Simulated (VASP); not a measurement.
Set up this calculation in VASP 6.6.1, as the native input.

* Task: single point
* Functional: LDA
* Potentials or basis: VASP PAW LDA potentials, release 64 (Cd, S)
* Cutoff: 520 eV
* k mesh: 8 × 8 × 8
* Occupations: gaussian, width 0.01 eV
* Spin: no spin polarisation
* Dipole correction: no
* Further INCAR settings: ALGO = Normal; EDIFF = 1e-07; NBANDS = 16

The structure of CdS (Hawleyite) lies in POSCAR:

```
CdS
1.0
    2.7982207688      2.7982207688      0.0000000000
   -2.7982207688      2.7982207688      0.0000000000
    0.0000000000      2.7982207688      2.7982207688
Cd S
1 1
Direct
    0.0000000000      0.0000000000      0.0000000000
    0.7500000000      0.2500000000      0.5000000000
```

These files were run (other wordings do the same):

INCAR

```
ALGO     = Normal         # electronic algorithm
EDIFF    = 1E-7           # SCF threshold, eV
ENCUT    = 520            # plane-wave cutoff, eV
ISIF     = 2              # what is computed and relaxed
ISMEAR   = 0              # smearing method
LASPH    = T              # aspherical terms in the spheres
LCHARG   = F              # write CHGCAR
LREAL    = F              # projectors in reciprocal space
LWAVE    = F              # write WAVECAR
NBANDS   = 16             # bands
NELM     = 80             # most SCF steps
PREC     = Accurate       # precision mode
SIGMA    = 0.01           # smearing width, eV
```

KPOINTS

```
k-points
0
Gamma
  8 8 8
```

Potentials or basis: VASP PAW LDA potentials, release 64 (Cd, S).

Launch:

```console
$ cat potpaw_LDA.64/Cd/POTCAR potpaw_LDA.64/S/POTCAR > POTCAR
$ mpirun -np 1 vasp_std > vasp.out
```

It gave:

The pressure is 7.8 GPa. The band gap on the k mesh is 1.15 eV, direct.

Wall time 38 s on 1 thread of Intel Xeon 8259CL (shared host), peak memory 0.16 GiB.
